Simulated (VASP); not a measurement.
Wanted: the native input for a VASP 6.6.1 run.

* Task: electric field gradients
* Functional: PBE
* Potentials or basis: VASP PAW PBE potentials, release 64 (Mg, S)
* Cutoff: 520 eV
* k mesh: 8 × 8 × 8
* Occupations: fermi-dirac, width 0.01 eV
* Spin: no spin polarisation
* Dipole correction: no
* Further INCAR settings: ALGO = Normal; EDIFF = 1e-08; NBANDS = 11

The structure of MgS lies in POSCAR:

```
MgS
1.0
   -0.0260165000      2.5886417500      2.5886417500
    2.5886417500     -0.0260165000      2.5886417500
    2.5886417500      2.5886417500     -0.0260165000
Mg S
1 1
Direct
    0.0000000000      0.0000000000      0.0000000000
    0.5000000000      0.5000000000      0.5000000000
```

This cell differs from its parent crystal: equal xy, yz and zx shear strains of -1 %.

One way to write it, as run:

INCAR

```
  PREC = Accurate
  ENCUT = 520
  EDIFF = 1E-8
  ISMEAR = -1
  SIGMA = 0.01
  LREAL = F
  LASPH = T
  NELM = 60
  ALGO = Normal
  ISIF = 2
  LWAVE = F
  LCHARG = F
  GGA = PE
  LEFG = T
  NBANDS = 11
```

KPOINTS

```
regular mesh
0
Gamma
  8 8 8
```

Potentials or basis: VASP PAW PBE potentials, release 64 (Mg, S).

Run with:

```bash
$ cat potpaw_PBE.64/Mg/POTCAR potpaw_PBE.64/S/POTCAR > POTCAR
$ mpirun -np 1 vasp_std > vasp.out
```

It gave:

* Pressure: 0.9 GPa
* Band gap on the k mesh: 2.68 eV, indirect (least direct gap 3.62 eV)

Caveat: the cell differs from its parent crystal (equal xy, yz and zx shear strains of -1 %); without QUAD_EFG the Cq values of the log hold for a quadrupole moment of 1 mb, not for the nuclei.

It took 29 s on 1 thread of Intel Xeon 6975P-C, on a shared host, peak memory 0.17 GiB.
